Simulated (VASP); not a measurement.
A run of VASP 6.6.1 is set up as follows.

File INCAR:

```
SYSTEM = SnGe2P2
PREC = Accurate
ENCUT = 520
EDIFF = 1E-6
ISMEAR = 0
SIGMA = 0.1
LREAL = .FALSE.
LASPH = .TRUE.
NELM = 100
ALGO = Normal
ISIF = 2
LWAVE = .FALSE.
LCHARG = .FALSE.
GGA = PE
NBANDS = 34
```

File KPOINTS:

```
regular mesh
0
G
  6 6 6
  0 0 0
```

The input POSCAR:

```
SnGe2P2
1.0
   -1.8979509900      1.8979509900      6.6577885600
    1.8979509900     -1.8979509900      6.6577885600
    1.8979509900      1.8979509900     -6.6577885600
Sn Ge P
1 2 2
Direct
    0.0000000000      0.0000000000      0.0000000000
    0.7500000000      0.2500000000      0.5000000000
    0.2500000000      0.7500000000      0.5000000000
    0.3537000100      0.3537000100      0.0000000000
    0.6462999900      0.6462999900      0.0000000000
```

Potentials or basis: VASP PAW PBE potentials, release 64 (Sn_d, Ge_d, P).

Command:

```sh
$ cat potpaw_PBE.64/Sn_d/POTCAR potpaw_PBE.64/Ge_d/POTCAR potpaw_PBE.64/P/POTCAR > POTCAR
$ mpirun -np 1 vasp_std > vasp.out
```

**Question.** Estimate the pressure.

**Answer.** 17.6 GPa.

**Question.** Estimate the largest force.

**Answer.** 2.522 eV/Å.

**Question.** What does it give for the band gap on the k mesh?

**Answer.** Zero (band 26 reaches 8.33 eV, above the bottom of band 27 at 7.10 eV).

Stress tensor (GPa, compression positive):
```
21.41  0.00  0.00
 0.00 21.41  0.00
 0.00  0.00  9.99
```

Caveat: the k points lie up to 0.39 Å⁻¹ apart; spin-orbit coupling is left out, which moves the levels of the heavy elements; forces of over 1 eV/Å act on the atoms, so gaps and moduli don't describe the material at rest.
